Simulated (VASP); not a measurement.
Write the native input for VASP 6.6.1 that does the following.

| Item | Value |
| --- | --- |
| Task | single point |
| Functional | LDA |
| Potentials or basis | VASP PAW LDA potentials, release 64 (Ti_sv, Hg) |
| Cutoff | 520 eV |
| k mesh | 11 × 11 × 9 |
| Occupations | gaussian, width 0.01 eV |
| Spin | no spin polarisation |
| Dipole correction | no |
| Further INCAR settings | ALGO = Normal; EDIFF = 1e-06; NBANDS = 19 |

The structure of TiHg lies in POSCAR:

```
TiHg
1.0
    3.0491200000      0.0000000000      0.0000000000
    0.0000000000      3.0491200000      0.0000000000
    0.0000000000      0.0000000000      3.9353575139
Ti Hg
1 1
Direct
    0.5000000000      0.5000000000      0.5000000000
    0.0000000000      0.0000000000      0.0000000000
```

The input as run:

INCAR

```
  ALGO = Normal
  EDIFF = 1E-6
  ENCUT = 520
  GGA = CA
  ISIF = 2
  ISMEAR = 0
  LASPH = T
  LCHARG = T
  LELF = T
  LREAL = F
  LVHAR = T
  LWAVE = F
  NBANDS = 19
  NELM = 60
  PREC = Accurate
  SIGMA = 0.01
```

KPOINTS

```
k-points
0
Gamma
  11 11 9
```

Potentials or basis: VASP PAW LDA potentials, release 64 (Ti_sv, Hg).

Launch:

```bash
$ cat potpaw_LDA.64/Ti_sv/POTCAR potpaw_LDA.64/Hg/POTCAR > POTCAR
$ mpirun -np 1 vasp_std > vasp.out
```

Results of the run:

* Pressure: -5.7 GPa
* Band gap on the k mesh: zero (bands 12 and 13 overlap by 0.96 eV)

Caveat: the cell stands under tension; spin-orbit coupling is left out, which moves the levels of the heavy elements.

It took 55 s on 1 thread of Intel(R) Xeon(R) Platinum 8259CL CPU @ 2.50GHz (Skylake/Cascade Lake) (shared host), peak memory 0.19 GiB.
